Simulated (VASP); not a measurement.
Ru: single point with PBEsol

Crystal: Ru.

```
Ru
1.0
     0.00000    1.88442    1.88442
     1.88442    0.00000    1.88442
     1.88442    1.88442    0.00000
Ru
1
Direct
  0.00000 0.00000 0.00000
```

```json
{
  "Program": "VASP 6.6.1",
  "Task": "single point",
  "Functional": "PBEsol",
  "Potentials or basis": "VASP PAW PBE potentials, release 64 (Ru_pv)",
  "Cutoff": "520 eV",
  "k mesh": "20 × 20 × 20",
  "Occupations": "gaussian, width 0.1 eV",
  "Spin": "no spin polarisation"
}
```

```
Pressure               : -0.1 GPa
Band gap on the k mesh : zero (band 7 reaches 15.21 eV, above the bottom of band 8 at 11.49 eV)
```

Levels at points of the mesh, in eV from the Fermi level:
```csv
k point,band 5,band 6,band 7,band 8,band 9,band 10
"(0.00, 0.00, 0.00)",-2.66,-2.66,-2.66,-0.13,-0.13,10.37
"(0.50, 0.00, 0.00)",-2.79,-2.79,0.97,1.79,1.79,10.18
"(0.50, 0.50, 0.00)",-6.07,1.75,2.32,2.32,3.65,10.37
```

Run time: 17 s on 1 thread of AMD EPYC 9R45 (Zen 5) (shared host), peak memory 0.12 GiB.

Caveat: the PAW data sets were made with another functional, which shifts forces and pressure a little.
